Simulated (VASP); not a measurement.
Set up this calculation in VASP 6.6.1, as the native input.

| Quantity | Value |
| --- | --- |
| Task | relaxation of cell and atoms |
| Functional | PBE |
| Potentials or basis | VASP PAW PBE potentials, release 64 (Al, Ni, Pd) |
| Cutoff | 600 eV |
| k mesh | 10 × 10 × 10 |
| Occupations | gaussian, width 0.1 eV |
| Spin | no spin polarisation |
| Dipole correction | no |
| Further INCAR settings | ALGO = Fast; EDIFF = 1e-07; IBRION = 2; EDIFFG = -0.01; NSW = 100; ISIF = 3 |

The structure of Al4NiPd3 lies in POSCAR:

```
Al4NiPd3
1.0
   -3.0373203000      3.0373203000      3.0373203000
    3.0373203000     -3.0373203000      3.0373203000
    3.0373203000      3.0373203000     -3.0373203000
Al Ni Pd
4 1 3
Direct
    0.5000000000      0.5000000000      0.5000000000
    0.0000000000      0.5000000000      0.0000000000
    0.5000000000      0.0000000000      0.0000000000
    0.0000000000      0.0000000000      0.5000000000
    0.0000000000      0.0000000000      0.0000000000
    0.5000000000      0.0000000000      0.5000000000
    0.0000000000      0.5000000000      0.5000000000
    0.5000000000      0.5000000000      0.0000000000
```

One way to write it, as run:

INCAR

```
PREC = Accurate ; ENCUT = 600
EDIFF = 1E-7 ; ISMEAR = 0
SIGMA = 0.1 ; LREAL = F
LASPH = T ; NELM = 80
ALGO = Fast ; ISIF = 3
LWAVE = F ; LCHARG = F
GGA = PE ; IBRION = 2
NSW = 100 ; EDIFFG = -0.01
```

KPOINTS

```
Automatic mesh
0
Gamma
  10 10 10
```

Potentials or basis: VASP PAW PBE potentials, release 64 (Al, Ni, Pd).

Launch:

```sh
$ cat potpaw_PBE.64/Al/POTCAR potpaw_PBE.64/Ni/POTCAR potpaw_PBE.64/Pd/POTCAR > POTCAR
$ mpirun -np 1 vasp_std > vasp.out
```

Results of the run:

```yaml
Pressure_after_relaxing: 0.0 GPa
Band_gap_on_the_k_mesh: zero (band 26 reaches 11.83 eV, above the bottom of band 27 at 8.89 eV)
```

Caveat: the relaxation stopped at its first step, so nothing moved.

It took 7.5 min on 1 thread of AMD EPYC 7R43 64-Core Processor (Zen 3) (shared host), peak memory 0.35 GiB.
